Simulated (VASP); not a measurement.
ZnS:

```
Zn S
1.0
     0.00000    2.70200    2.70200
     2.70200    0.00000    2.70200
     2.70200    2.70200    0.00000
Zn S
1 1
Direct
  0.75000 0.75000 0.75000
  0.00000 0.00000 0.00000
```

- Program: VASP 6.6.1
- Task: relaxation of cell and atoms
- Functional: RPBE
- Dispersion: D3(BJ)
- Potentials or basis: VASP PAW PBE potentials, release 64 (Zn, S)
- Cutoff: 600 eV
- k mesh: 9 × 9 × 9
- Occupations: fermi-dirac, width 0.05 eV
- Spin: no spin polarisation

At the start: pressure -5.9 GPa; volume 19.73 Å³/atom.

Q: Where does the relaxation end?

A: Over 3 steps the energy falls by 30.7 meV/atom and the volume is 18.15 Å³/atom (-8.0 %); space group F-43m (No. 216, to 0.05 Å).

Step by step:
| step | energy change (eV) | largest force (eV/Å) | pressure (GPa) | volume (Å³) |
| --- | --- | --- | --- | --- |
| 1 | 0.0000 | 0.0000 | -5.85 | 39.45 |
| 2 | -0.0560 | 0.0000 | 2.00 | 35.48 |
| 3 | -0.0614 | 0.0000 | 0.05 | 36.31 |

Final structure:
```xyz
2
Lattice="0.0000 2.6282 2.6282 2.6282 0.0000 2.6282 2.6282 2.6282 0.0000" Properties=species:S:1:pos:R:3 pbc="T T T"
Zn    3.9423    3.9423    3.9423
S     0.0000    0.0000    0.0000
```

Caveat: the PAW data sets were made with another functional, which shifts forces and pressure a little.
